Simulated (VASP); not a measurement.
A run of VASP 6.6.1 is set up as follows.

POSCAR

```
Sb
1.0
    3.3441248828      0.8360312207      0.8360312207
    0.8360312207      3.3441248828      0.8360312207
    0.8360312207      0.8360312207      3.3441248828
Sb
1
Direct
    0.0000000000      0.0000000000      0.0000000000
```

File INCAR.step1:

```
SYSTEM = Sb
PREC     = Accurate       ! precision mode
ENCUT    = 550            ! plane-wave cutoff, eV
ISMEAR   = 0              ! smearing method
SIGMA    = 0.15           ! smearing width, eV
LREAL    = .False.        ! projectors in reciprocal space
LASPH    = .True.         ! aspherical terms in the spheres
NELM     = 120            ! most SCF steps
NBANDS   = 8              ! bands
GGA      = PE             ! functional
ALGO     = Normal         ! electronic algorithm
EDIFF    = 1E-5           ! SCF threshold, eV
LWAVE    = .True.         ! write WAVECAR
LCHARG   = .False.        ! write CHGCAR
GGA_COMPAT= .False.
```

INCAR.step2

```
SYSTEM = Sb
PREC     = Accurate       ! precision mode
ENCUT    = 550            ! plane-wave cutoff, eV
EDIFF    = 1E-6           ! SCF threshold, eV
ISMEAR   = 0              ! smearing method
SIGMA    = 0.15           ! smearing width, eV
LREAL    = .False.        ! projectors in reciprocal space
LASPH    = .True.         ! aspherical terms in the spheres
NELM     = 120            ! most SCF steps
ALGO     = Normal         ! electronic algorithm
ISIF     = 2              ! what is computed and relaxed
LWAVE    = .False.        ! write WAVECAR
LCHARG   = .True.         ! write CHGCAR
METAGGA  = R2SCAN         ! meta-GGA
LMIXTAU  = .True.       
LELF     = .True.         ! ELF
LVHAR    = .True.       
NBANDS   = 8              ! bands
ISTART   = 1            
GGA_COMPAT= .False.
```

File KPOINTS:

```
Automatic mesh
0
Gamma
  16 16 16
  0 0 0
```

Potentials or basis: VASP PAW PBE potentials, release 64 (Sb).

Launch:

```console
$ cat potpaw_PBE.64/Sb/POTCAR > POTCAR
$ cp INCAR.step1 INCAR
$ mpirun -np 1 vasp_std > vasp.out
$ cp INCAR.step2 INCAR
$ mpirun -np 1 vasp_std > vasp.out
```

(1) Predict the pressure.

Results:

(1) -6.5 GPa.

Caveat: the PAW data sets were made with another functional, which shifts forces and pressure a little.
